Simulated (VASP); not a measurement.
Te: single point with PBE+D3(BJ)

The system is Te.

```xyz
3
Lattice="4.4540 0.0000 0.0000 -2.2270 3.8573 0.0000 0.0000 0.0000 5.9240" Properties=species:S:1:pos:R:3 pbc="T T T"
Te    1.1981    0.0000    1.9747
Te   -0.5991    1.0376    3.9493
Te    1.6279    2.8197    0.0000
```

| Quantity | Value |
| --- | --- |
| Program | VASP 6.6.1 |
| Task | single point |
| Functional | PBE |
| Dispersion | D3(BJ) |
| Potentials or basis | VASP PAW PBE potentials, release 64 (Te) |
| Cutoff | 500 eV |
| k mesh | 12 × 12 × 8 |
| Occupations | gaussian, width 0.01 eV |
| Spin | no spin polarisation |
| Dipole correction | no |
| Further INCAR settings | ALGO = Normal; EDIFF = 1e-06; NBANDS = 16 |

The pressure is -0.7 GPa, the largest force is 0.166 eV/Å and the band gap on the k mesh is 0.17 eV. The dispersion energy per atom is -0.430 eV.

Forces in eV/Å, atoms in the order of the input:
```
Te   0.166  0.000  0.000
Te  -0.083  0.144  0.000
Te  -0.083 -0.144  0.000
```

Stress tensor (GPa, compression positive):
```
-0.89  0.00  0.00
 0.00 -0.89  0.00
 0.00  0.00 -0.41
```

Levels at points of the mesh, in eV from the valence-band top:
| k point | band 6 | band 7 | band 8 | band 9 | band 10 | band 11 | band 12 | band 13 |
| --- | --- | --- | --- | --- | --- | --- | --- | --- |
| (0.00, 0.00, 0.00) | -2.75 | -1.68 | -1.68 | -0.85 | 1.01 | 1.01 | 1.60 | 4.96 |
| (0.50, 0.00, 0.00) | -3.59 | -3.52 | -1.03 | -0.81 | 0.85 | 0.90 | 2.94 | 3.73 |
| (0.00, 0.00, 0.50) | -2.67 | -1.33 | -1.03 | -1.03 | 0.47 | 0.49 | 0.49 | 4.01 |
| (0.50, 0.00, 0.50) | -3.63 | -2.46 | -2.12 | -0.20 | 0.74 | 1.95 | 2.56 | 4.54 |

It took 3.7 min on 1 thread of AMD EPYC 7R13 (shared host), peak memory 0.29 GiB.

Caveat: spin-orbit coupling is left out, which moves the levels of the heavy elements. A k mesh can miss the band edges.
